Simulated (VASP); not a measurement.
Input of a VASP 6.6.1 run:

Contents of INCAR:

```
SYSTEM = PIr
  PREC = Accurate
  ENCUT = 520
  EDIFF = 1E-6
  ISMEAR = -1
  SIGMA = 0.05
  LREAL = .False.
  LASPH = .True.
  NELM = 100
  ALGO = Normal
  ISIF = 2
  LWAVE = .False.
  LCHARG = .True.
  GGA = CA
  LELF = .True.
  LVHAR = .True.
  NBANDS = 14
```

Contents of KPOINTS:

```
Automatic mesh
0
Gamma
  12 12 12
  0 0 0
```

The input POSCAR:

```
PIr
1.0
    0.0000000000      2.5418188147      2.5418188147
    2.5418188147      0.0000000000      2.5418188147
    2.5418188147      2.5418188147      0.0000000000
Ir P
1 1
Direct
    0.0000000000      0.0000000000      0.0000000000
    0.2500000000      0.2500000000      0.2500000000
```

Potentials or basis: VASP PAW LDA potentials, release 64 (Ir, P).

Run with:

```console
$ cat potpaw_LDA.64/Ir/POTCAR potpaw_LDA.64/P/POTCAR > POTCAR
$ mpirun -np 1 vasp_std > vasp.out
```

Question: Predict the band gap on the k mesh.

Answer: Zero (band 7 reaches 12.02 eV, above the bottom of band 8 at 7.39 eV).

Question: Estimate the pressure.

Answer: 12.7 GPa.

Caveat: spin-orbit coupling is left out, which moves the levels of the heavy elements.
